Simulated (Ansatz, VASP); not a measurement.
# Si5Ge in VASP and in Ansatz

```
CELL_PARAMETERS angstrom
3.87312 0.00000 0.00000
-1.93656 3.35422 0.00000
0.00000 0.00000 9.48482
ATOMIC_POSITIONS crystal
Si 0.00000 0.00000 0.99675
Si 0.66667 0.33333 0.66653
Si 0.33333 0.66667 0.33668
Si 0.66667 0.33333 0.91530
Si 0.33333 0.66667 0.58463
Ge 0.00000 0.00000 0.25011
```

Alike in both runs: task single point; functional PBE; k mesh 6 × 6 × 2; occupations methfessel-paxton of order 1, width 0.2 eV; no spin polarisation.

|  | VASP | Ansatz |
| --- | --- | --- |
| version | VASP 6.6.1 | Ansatz 0.2.0 |
| potentials or method | VASP PAW PBE potentials, release 64 (Si, Ge_d) | plane waves |
| plane-wave cutoff (eV) | 500 | 420 |
| valence electrons in the cell | 34 | 34 |

```csv
,VASP,Ansatz,Ansatz less VASP
pressure (GPa),1.6,1.7,+0.08
"traceless stress, the component that is largest in VASP (GPa)",-0.26,-0.26,-0.006
rms of the force components (eV/Å),0.026,0.026,0.0000
```

Atom by atom the forces differ by 0.001 eV/Å (rms over components). Ansatz's warnings: smearing energy in gap.
